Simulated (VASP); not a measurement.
A run of VASP 6.6.1:

The input INCAR:

```
ALGO = Normal
EDIFF = 1E-6
ENCUT = 520
GGA = PS
ISIF = 2
ISMEAR = -1
LASPH = True
LCHARG = True
LELF = True
LREAL = False
LVHAR = True
LWAVE = False
NBANDS = 13
NELM = 100
PREC = Accurate
SIGMA = 0.05
```

Contents of KPOINTS:

```
k-points
0
Gamma
  11 11 11
```

Contents of POSCAR:

```
Sn
1.0
   -1.7604013028      1.8103704880      2.3842034864
    1.7604013028     -1.8103704880      2.3842034864
    1.7604013028      1.8103704880     -2.3842034864
Sn
1
Direct
    0.0000000000      0.0000000000      0.0000000000
```

Potentials or basis: VASP PAW PBE potentials, release 64 (Sn_d).

Run with:

```sh
$ cat potpaw_PBE.64/Sn_d/POTCAR > POTCAR
$ mpirun -np 1 vasp_std > vasp.out
```

Hardware: 1 thread of Intel(R) Xeon(R) Platinum 8559C (Emerald Rapids), on a shared host.

Q: Estimate the wall time of this run.

A: It took 36 s on 1 thread of Intel(R) Xeon(R) Platinum 8559C (Emerald Rapids), with other jobs on the host, peak memory 0.21 GiB. Counts: scf iterations 10, k points 216.
